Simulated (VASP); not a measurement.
Sb, 2 atoms in the cell. It takes space group R-3m (No. 166, trigonal). The conventional cell has a = 4.291 Å, b = 4.291 Å, c = 10.976 Å, α = 90.00°, β = 90.00°, γ = 120.00°. Sb (site symmetry 3m) has 6 Sb at 2.91 to 3.27 Å within 3.8 Å. 

| Item | Value |
| --- | --- |
| Program | VASP 6.6.1 |
| Task | single point |
| Functional | LDA |
| Potentials or basis | VASP PAW LDA potentials, release 64 (Sb) |
| Cutoff | 520 eV |
| k mesh | 9 × 9 × 9 |
| Occupations | methfessel-paxton, width 0.6 eV |
| Spin | no spin polarisation |
| Dipole correction | no |
| Further INCAR settings | ALGO = Normal; EDIFF = 1e-07; NBANDS = 12 |

Potentials or basis: VASP PAW LDA potentials, release 64 (Sb).

Run with:

```console
$ cat potpaw_LDA.64/Sb/POTCAR > POTCAR
$ mpirun -np 1 vasp_std > vasp.out
```

Hardware: 1 thread of AMD EPYC 7R43 64-Core Processor (Zen 3) (shared host).

Estimate the wall time of this run.

Wall time 42 s on 1 thread of AMD EPYC 7R43 64-Core Processor (Zen 3), with other jobs on the host, peak memory 0.17 GiB. Counts: scf iterations 11, k points 85.
